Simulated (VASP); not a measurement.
Input of a VASP 6.6.1 run:

File INCAR:

```
ALGO     = Normal         # electronic algorithm
EDIFF    = 1E-7           # SCF threshold, eV
EDIFFG   = -0.01          # ionic threshold
ENCUT    = 600            # plane-wave cutoff, eV
GGA      = PS             # functional
GGA_COMPAT= F            
IBRION   = 2              # ionic algorithm
ISIF     = 3              # what is computed and relaxed
ISMEAR   = 1              # smearing method
LASPH    = T              # aspherical terms in the spheres
LCHARG   = F              # write CHGCAR
LREAL    = F              # projectors in reciprocal space
LWAVE    = F              # write WAVECAR
NELM     = 120            # most SCF steps
NELMIN   = 4            
NSW      = 50             # ionic steps
PREC     = Accurate       # precision mode
SIGMA    = 0.1            # smearing width, eV
```

File KPOINTS:

```
k-points
0
Gamma
  11 11 3
```

Contents of POSCAR:

```
Cu
1.0
    2.5307640000      0.0000000000      0.0000000000
   -1.2653820000      2.1917060000      0.0000000000
    0.0000000000      0.0000000000      8.2618150000
Cu
4
Direct
    0.0000000000      0.0000000000      0.0000000000
    0.3333333333      0.6666666667      0.2500000000
    0.0000000000      0.0000000000      0.5000000000
    0.6666666667      0.3333333333      0.7500000000
```

Potentials or basis: VASP PAW PBE potentials, release 64 (Cu).

The run is started by

```bash
$ cat potpaw_PBE.64/Cu/POTCAR > POTCAR
$ mpirun -np 1 vasp_std > vasp.out
```

Estimate the relaxed cell.

a = 2.517 Å, b = 2.517 Å, c = 8.274 Å, α = 90.00°, β = 90.00°, γ = 120.00°.

Predict the space group after relaxing (to 0.05 Å).

P6_3/mmc (No. 194).

What does it give for the band gap on the k mesh?

Zero (band 22 reaches 10.63 eV, above the bottom of band 23 at 6.13 eV).

Step by step:
```
step  energy change (eV)  largest force (eV/Å)  pressure (GPa)  volume (Å³)
   1              0.0000                0.0000           -1.48        45.83
   2             -0.0024                0.0000            0.96        45.13
   3             -0.0030                0.0000            0.14        45.34
   4             -0.0030                0.0000            0.22        45.33
   5             -0.0032                0.0000            0.10        45.37
   6             -0.0032                0.0000            0.06        45.38
```

Caveat: the PAW data sets were made with another functional, which shifts forces and pressure a little.
